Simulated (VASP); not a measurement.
Set up this calculation in VASP 6.6.1, as the native input.

| Quantity | Value |
| --- | --- |
| Task | single point |
| Functional | r2SCAN |
| Dispersion | D3(BJ) |
| Potentials or basis | VASP PAW PBE potentials, release 64 (H, C, O) |
| Cutoff | 520 eV |
| k mesh | 6 × 6 × 4 |
| Occupations | gaussian, width 0.02 eV |
| Spin | no spin polarisation |
| Dipole correction | no |
| Further INCAR settings | ALGO = Normal; EDIFF = 1e-07; NBANDS = 36 |

The system is H2CO3.

```
CELL_PARAMETERS angstrom
2.86743 -3.11862 0.00000
2.86743 3.11862 0.00000
0.00000 0.00000 6.56382
ATOMIC_POSITIONS crystal
H 0.32159 0.67841 0.53892
H 0.32159 0.67841 0.96108
H 0.67841 0.32159 0.03892
H 0.67841 0.32159 0.46108
C 0.34392 0.65608 0.25000
C 0.65608 0.34392 0.75000
O 0.54396 0.45604 0.25000
O 0.45604 0.54396 0.75000
O 0.22814 0.77186 0.41475
O 0.22814 0.77186 0.08525
O 0.77186 0.22814 0.91475
O 0.77186 0.22814 0.58525
```

These files were run (other wordings do the same):

POSCAR

```
H2CO3
1.0
    2.8674317968     -3.1186177536      0.0000000000
    2.8674317968      3.1186177536      0.0000000000
    0.0000000000      0.0000000000      6.5638171335
H C O
4 2 6
Direct
    0.3215937695      0.6784062305      0.5389156574
    0.3215937695      0.6784062305      0.9610843426
    0.6784062305      0.3215937695      0.0389156574
    0.6784062305      0.3215937695      0.4610843426
    0.3439215348      0.6560784652      0.2500000000
    0.6560784652      0.3439215348      0.7500000000
    0.5439565740      0.4560434260      0.2500000000
    0.4560434260      0.5439565740      0.7500000000
    0.2281394082      0.7718605918      0.4147452818
    0.2281394082      0.7718605918      0.0852547182
    0.7718605918      0.2281394082      0.9147452818
    0.7718605918      0.2281394082      0.5852547182
```

INCAR.step1

```
SYSTEM = H2CO3
  ALGO = Normal
  EDIFF = 1E-4
  ENCUT = 520
  GGA = PE
  ISMEAR = 0
  LASPH = .TRUE.
  LCHARG = .FALSE.
  LREAL = .FALSE.
  LWAVE = .TRUE.
  NBANDS = 36
  NELM = 100
  PREC = Accurate
  SIGMA = 0.02
```

INCAR.step2

```
SYSTEM = H2CO3
  ALGO = Normal
  EDIFF = 1E-7
  ENCUT = 520
  ISIF = 2
  ISMEAR = 0
  ISTART = 1
  IVDW = 12
  LASPH = .TRUE.
  LCHARG = .TRUE.
  LELF = .TRUE.
  LMIXTAU = .TRUE.
  LREAL = .FALSE.
  LVHAR = .TRUE.
  LWAVE = .FALSE.
  METAGGA = R2SCAN
  NBANDS = 36
  NELM = 100
  PREC = Accurate
  SIGMA = 0.02
  VDW_A1 = 0.49484001
  VDW_A2 = 5.73083694
  VDW_S6 = 1.0
  VDW_S8 = 0.78981345
```

KPOINTS

```
k-points
0
G
  6 6 4
  0 0 0
```

Potentials or basis: VASP PAW PBE potentials, release 64 (H, C, O).

Command:

```bash
$ cat potpaw_PBE.64/H/POTCAR potpaw_PBE.64/C/POTCAR potpaw_PBE.64/O/POTCAR > POTCAR
$ cp INCAR.step1 INCAR
$ mpirun -np 1 vasp_std > vasp.out
$ cp INCAR.step2 INCAR
$ mpirun -np 1 vasp_std > vasp.out
```

It gave:

The pressure is 1.0 GPa. The largest force is 0.486 eV/Å and the band gap on the k mesh is 6.59 eV (least direct gap 6.83 eV). The dispersion energy per atom is -0.030 eV.

Caveat: the PAW data sets were made with another functional, which shifts forces and pressure a little.

It took 17 min on 1 thread of AMD EPYC 7571, on a shared host, peak memory 0.27 GiB.
